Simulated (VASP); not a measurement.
Input of a VASP 6.6.1 run:

The input INCAR:

```
SYSTEM = BaF2
PREC = Accurate
ENCUT = 600
EDIFF = 1E-6
ISMEAR = 0
SIGMA = 0.020999999999999998
LREAL = .False.
LASPH = .True.
NELM = 120
ALGO = Normal
ISIF = 2
LWAVE = .False.
LCHARG = .False.
GGA = PE
NBANDS = 19
GGA_COMPAT = .False.
```

Contents of KPOINTS:

```
regular mesh
0
Gamma
  8 8 8
  0 0 0
```

Contents of POSCAR:

```
BaF2
1.0
    0.0000000000      3.1000500000      3.1000500000
    3.1000500000      0.0000000000      3.1000500000
    3.1000500000      3.1000500000      0.0000000000
Ba F
1 2
Direct
    0.0000000000      0.0000000000      0.0000000000
    0.7500000000      0.7500000000      0.7500000000
    0.2500000000      0.2500000000      0.2500000000
```

Potentials or basis: VASP PAW PBE potentials, release 64 (Ba_sv, F).

Launch:

```console
$ cat potpaw_PBE.64/Ba_sv/POTCAR potpaw_PBE.64/F/POTCAR > POTCAR
$ mpirun -np 1 vasp_std > vasp.out
```

Question: Estimate the band gap on the k mesh.

Answer: 6.76 eV (least direct gap 6.84 eV).

Question: Estimate the pressure.

Answer: 2.3 GPa.

Caveat: spin-orbit coupling is left out, which moves the levels of the heavy elements. A k mesh can miss the band edges.
